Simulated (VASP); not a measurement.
## ZrZn4N: single point with PBE

Crystal: ZrZn4N.

```
Zr Zn N
1.0
     0.00000    3.94397    3.94397
     3.94397    0.00000    3.94397
     3.94397    3.94397    0.00000
Zr Zn N
1 4 1
Cartesian
  3.9440 3.9440 3.9440
  1.0959 1.0959 1.0959
  2.8481 2.8481 1.0959
  2.8481 1.0959 2.8481
  1.0959 2.8481 2.8481
  0.0000 0.0000 0.0000
```

The cell was built from a structure type or drawn by symmetry, and may not be a known phase.

```json
{
  "Program": "VASP 6.6.1",
  "Task": "single point",
  "Functional": "PBE",
  "Potentials or basis": "VASP PAW PBE potentials, release 64 (Zr_sv, Zn, N)",
  "Cutoff": "520 eV",
  "k mesh": "4 × 4 × 4",
  "Occupations": "gaussian, width 0.1 eV",
  "Spin": "no spin polarisation"
}
```

- Pressure: 0.4 GPa
- Largest force: 0.027 eV/Å
- Band gap on the k mesh: zero (an odd number of electrons rules out a gap without spin polarisation)

Forces in eV/Å, atoms in the order of the input:
```
Zr   0.000  0.000  0.000
Zn   0.016  0.016  0.016
Zn  -0.016 -0.016  0.016
Zn  -0.016  0.016 -0.016
Zn   0.016 -0.016 -0.016
N    0.000  0.000  0.000
```

Levels at points of the mesh, in eV from the Fermi level:
```
           k point  band 29  band 30  band 31  band 32  band 33  band 34  band 35  band 36
(0.00, 0.00, 0.00)    -3.57    -1.57    -1.57    -1.57    -0.54    -0.54     1.41     2.99
(0.50, 0.00, 0.00)    -3.87    -0.91    -0.81    -0.81     0.54     0.54     0.56     0.97
(0.50, 0.50, 0.00)    -3.33    -2.78    -0.13    -0.11     0.10     0.10     0.31     1.35
```

It took 33 s on 1 thread of Intel(R) Xeon(R) 6975P-C (Granite Rapids) (shared host), peak memory 0.26 GiB.
